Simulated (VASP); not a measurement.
The system is AlN.

```xyz
4
Lattice="3.0360 0.0000 0.0000 -1.5180 2.6293 0.0000 0.0000 0.0000 5.2176" Properties=species:S:1:pos:R:3 pbc="T T T"
Al    0.0000    1.7528    0.0090
Al    1.5180    0.8764    2.6178
N     0.0000    1.7528    1.9998
N     1.5180    0.8764    4.6086
```

```yaml
Program: VASP 6.6.1
Task: relaxation of the atoms
Functional: PBE
Potentials_or_basis: VASP PAW PBE potentials, release 64 (Al, N)
Cutoff: 520 eV
k_mesh: 9 × 9 × 6
Occupations: gaussian, width 0.05 eV
Spin: no spin polarisation
```

At the start: pressure 6.1 GPa; volume 10.41 Å³/atom.

Question: Where does the relaxation end?

Answer: Over 3 steps the energy falls by 9.3 meV/atom at a fixed cell; space group P6_3mc (No. 186, to 0.1 Å) before and after.

Step by step:
```
step  energy change (eV)  largest force (eV/Å)  pressure (GPa)
   1              0.0000                0.6196            6.08
   2             -0.0372                0.0303            4.82
   3             -0.0372                0.0001            4.85
```

Final structure:
```
Al N
1.0
     3.03600    0.00000    0.00000
    -1.51800    2.62925    0.00000
     0.00000    0.00000    5.21760
Al N
2 2
Direct
  0.33333 0.66667 0.00722
  0.66667 0.33333 0.50722
  0.33333 0.66667 0.37778
  0.66667 0.33333 0.87778
```
